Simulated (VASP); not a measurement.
Write the native input for VASP 6.6.1 that does the following.

```
Task                   : electric field gradients
Functional             : PBE
Potentials or basis    : VASP PAW PBE potentials, release 64 (Re)
Cutoff                 : 520 eV
k mesh                 : 14 × 14 × 14
Occupations            : fermi-dirac, width 0.03 eV
Spin                   : no spin polarisation
Dipole correction      : no
Further INCAR settings : ALGO = Normal; EDIFF = 1e-08; NBANDS = 10
```

The structure of Re lies in POSCAR:

```
Re
1.0
    0.0000000000      1.9750000000      1.9750000000
    1.9750000000      0.0000000000      1.9750000000
    1.9750000000      1.9750000000      0.0000000000
Re
1
Direct
    0.0000000000      0.0000000000      0.0000000000
```

One way to write it, as run:

INCAR

```
SYSTEM = Re
PREC = Accurate
ENCUT = 520
EDIFF = 1E-8
ISMEAR = -1
SIGMA = 0.03
LREAL = .FALSE.
LASPH = .TRUE.
NELM = 100
ALGO = Normal
ISIF = 2
LWAVE = .FALSE.
LCHARG = .FALSE.
GGA = PE
LEFG = .TRUE.
NBANDS = 10
```

KPOINTS

```
Automatic mesh
0
G
  14 14 14
  0 0 0
```

Potentials or basis: VASP PAW PBE potentials, release 64 (Re).

Launch:

```sh
$ cat potpaw_PBE.64/Re/POTCAR > POTCAR
$ mpirun -np 1 vasp_std > vasp.out
```

It gave:

- Pressure: -9.8 GPa

Caveat: without QUAD_EFG the Cq values of the log hold for a quadrupole moment of 1 mb, not for the nuclei.

Run time: 46 s on 1 thread of AMD EPYC 7R13, with other jobs on the host, peak memory 0.12 GiB.
